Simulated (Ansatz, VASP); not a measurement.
Two plane-wave programs on ZnRe2

The input INCAR:

```
PREC     = Accurate       # precision mode
ENCUT    = 520            # plane-wave cutoff, eV
EDIFF    = 1E-6           # SCF threshold, eV
ISMEAR   = -1             # smearing method
SIGMA    = 0.05           # smearing width, eV
LREAL    = F              # projectors in reciprocal space
LASPH    = T              # aspherical terms in the spheres
NELM     = 100            # most SCF steps
ALGO     = Fast           # electronic algorithm
ISIF     = 2              # what is computed and relaxed
LWAVE    = F              # write WAVECAR
LCHARG   = F              # write CHGCAR
LMAXMIX  = 4              # l up to which the mixer works
GGA      = B5             # functional
ALDAX    = 1.0          
AGGAX    = 1.0          
AGGAC    = 1.0          
ALDAC    = 0.0          
NBANDS   = 20             # bands
```

File KPOINTS:

```
Automatic mesh
0
Gamma
  8 8 8
```

The input POSCAR:

```
ZnRe2
1.0
    0.0000000000      2.8955600000      2.8955600000
    2.8955600000      0.0000000000      2.8955600000
    2.8955600000      2.8955600000      0.0000000000
Zn Re
1 2
Direct
    0.0000000000      0.0000000000      0.0000000000
    0.7500000000      0.7500000000      0.7500000000
    0.2500000000      0.2500000000      0.2500000000
```

The input KPOINTS_OPT:

```
path GXWKGLUWLK,UX
20
line-mode
reciprocal
 0.0000000000  0.0000000000  0.0000000000  G
 0.5000000000  0.0000000000  0.5000000000  X

 0.5000000000  0.0000000000  0.5000000000  X
 0.5000000000  0.2500000000  0.7500000000  W

 0.5000000000  0.2500000000  0.7500000000  W
 0.3750000000  0.3750000000  0.7500000000  K

 0.3750000000  0.3750000000  0.7500000000  K
 0.0000000000  0.0000000000  0.0000000000  G

 0.0000000000  0.0000000000  0.0000000000  G
 0.5000000000  0.5000000000  0.5000000000  L

 0.5000000000  0.5000000000  0.5000000000  L
 0.6250000000  0.2500000000  0.6250000000  U

 0.6250000000  0.2500000000  0.6250000000  U
 0.5000000000  0.2500000000  0.7500000000  W

 0.5000000000  0.2500000000  0.7500000000  W
 0.5000000000  0.5000000000  0.5000000000  L

 0.5000000000  0.5000000000  0.5000000000  L
 0.3750000000  0.3750000000  0.7500000000  K

 0.6250000000  0.2500000000  0.6250000000  U
 0.5000000000  0.0000000000  0.5000000000  X
```

Contents of input.yaml:

```yaml
crystal:
  lattice:
    - [0.0, 2.89556, 2.89556]
    - [2.89556, 0.0, 2.89556]
    - [2.89556, 2.89556, 0.0]
  atoms:
    - { symbol: Zn, position: [0.0, 0.0, 0.0] }
    - { symbol: Re, position: [0.75, 0.75, 0.75] }
    - { symbol: Re, position: [0.25, 0.25, 0.25] }
hamiltonian:
  xc: blyp
  pseudopotentials: { kind: paw }
kpoints:
  mp_grid: { grid: [8, 8, 8] }
  band_path:
    path:
      - [[0.0, 0.0, 0.0], [0.5, 0.0, 0.5], [0.5, 0.25, 0.75], [0.375, 0.375, 0.75], [0.0, 0.0, 0.0], [0.5, 0.5, 0.5], [0.625, 0.25, 0.625], [0.5, 0.25, 0.75], [0.5, 0.5, 0.5], [0.375, 0.375, 0.75]]
      - [[0.625, 0.25, 0.625], [0.5, 0.0, 0.5]]
    npoints: 14
scf:
  occupations: { method: fermi_dirac, width: 0.05 }
  n_extra_bands: 7
output:
  forces: true
  stress: true
  eigenvalues: true
  fatbands: false
  write_density: true
  write_potential: true
  elf: true
  volumetric_format: npy
```

Alike in both runs: task band structure; functional BLYP; k mesh 8 × 8 × 8; occupations fermi-dirac, width 0.05 eV; no spin polarisation.

|  | VASP | Ansatz |
| --- | --- | --- |
| version | VASP 6.6.1 | Ansatz 0.2.0 |
| potentials or method | VASP PAW PBE potentials, release 64 (Zn, Re) | Ansatz PAW |
| plane-wave cutoff (eV) | 520 | 420 |
| valence electrons in the cell | 26 | 42 |

Ansatz gave:

```
gap on the k mesh at the Fermi level (eV) : none
pressure (GPa)                            : 9.4
```

Q: Which values does VASP return?

A: gap on the k mesh at the Fermi level (eV): none; pressure (GPa): 10.8.

VASP's potentials were made for PBE, not for BLYP. A gap of «none» marks a metal or a gap that the smearing closes. VASP's potentials hold 26 valence electrons a cell and Ansatz's 42, so a difference there can come from the potentials and not from the codes.

Spin-orbit coupling is off throughout.
